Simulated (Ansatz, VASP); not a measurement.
**InP in VASP and in Ansatz**

Contents of INCAR:

```
ALGO     = Normal         # electronic algorithm
EDIFF    = 1E-7           # SCF threshold, eV
ENCUT    = 520            # plane-wave cutoff, eV
GGA      = PE             # functional
ISIF     = 2              # what is computed and relaxed
ISMEAR   = 0              # smearing method
LASPH    = T              # aspherical terms in the spheres
LCHARG   = F              # write CHGCAR
LREAL    = F              # projectors in reciprocal space
LWAVE    = F              # write WAVECAR
NBANDS   = 16             # bands
NELM     = 80             # most SCF steps
PREC     = Accurate       # precision mode
SIGMA    = 0.027000000000000003 # smearing width, eV
```

Contents of KPOINTS:

```
k-points
0
Gamma
  8 8 8
```

File POSCAR:

```
InP
1.0
    0.0000000000      2.9305000000      2.9305000000
    2.9305000000      0.0000000000      2.9305000000
    2.9305000000      2.9305000000      0.0000000000
In P
1 1
Direct
    0.0000000000      0.0000000000      0.0000000000
    0.7500000000      0.7500000000      0.7500000000
```

The input input.yaml:

```yaml
crystal:
  lattice:
    - [0.0, 2.9305, 2.9305]
    - [2.9305, 0.0, 2.9305]
    - [2.9305, 2.9305, 0.0]
  atoms:
    - { symbol: In, position: [0.0, 0.0, 0.0] }
    - { symbol: P, position: [0.75, 0.75, 0.75] }
hamiltonian:
  xc: pbe
  pseudopotentials: { kind: paw }
kpoints:
  mp_grid: { grid: [8, 8, 8] }
scf:
  occupations: { method: gaussian, width: 0.027 }
output:
  forces: true
  stress: true
  eigenvalues: true
```

Alike in both runs: task single point; functional PBE; k mesh 8 × 8 × 8; occupations gaussian, width 0.027 eV; no spin polarisation.

|  | VASP | Ansatz |
| --- | --- | --- |
| version | VASP 6.6.1 | Ansatz 0.2.0 |
| potentials or method | VASP PAW PBE potentials, release 64 (In_d, P) | Ansatz PAW |
| plane-wave cutoff (eV) | 520 | 420 |
| valence electrons in the cell | 18 | 18 |

```csv
,VASP,Ansatz,Ansatz less VASP
gap on the k mesh at the Fermi level (eV),0.71,0.72,+0.003
least direct gap on the mesh (eV),0.71,0.72,+0.003
pressure (GPa),3.3,3.3,+0.05
```
